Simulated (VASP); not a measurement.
Pt2I, 3 atoms in the cell. The structure is tetragonal, space group I4/mmm (No. 139). The conventional cell has a = 3.856 Å, b = 3.856 Å, c = 9.460 Å, α = 90.00°, β = 90.00°, γ = 90.00°. Within 4.1 Å of Pt (site symmetry 4mm) lie 9 Pt at 3.12 to 3.86 Å and 5 I at 3.14 to 3.17 Å. Within 4.1 Å of I (site symmetry 4/mmm) lie 10 Pt at 3.14 to 3.17 Å and 4 I at 3.86 Å. 

* Program: VASP 6.6.1
* Task: relaxation of cell and atoms
* Functional: PBE
* Potentials or basis: VASP PAW PBE potentials, release 64 (Pt, I)
* Cutoff: 600 eV
* k mesh: 6 × 6 × 6
* Occupations: gaussian, width 0.1 eV
* Spin: no spin polarisation
* Dipole correction: no
* Further INCAR settings: ALGO = Normal; EDIFF = 1e-06; IBRION = 2; EDIFFG = -0.04; NSW = 90; ISIF = 3

Potentials or basis: VASP PAW PBE potentials, release 64 (Pt, I).

Launch:

```console
$ cat potpaw_PBE.64/Pt/POTCAR potpaw_PBE.64/I/POTCAR > POTCAR
$ mpirun -np 1 vasp_std > vasp.out
```

Hardware: 1 thread of Oxide Virtual Turin-like Processor, on a shared host.

How long does it take, and how much memory?

Run time: 13 min on 1 thread of Oxide Virtual Turin-like Processor (shared host), peak memory 0.33 GiB. Counts: scf iterations 76, k points 30, ion steps 9.
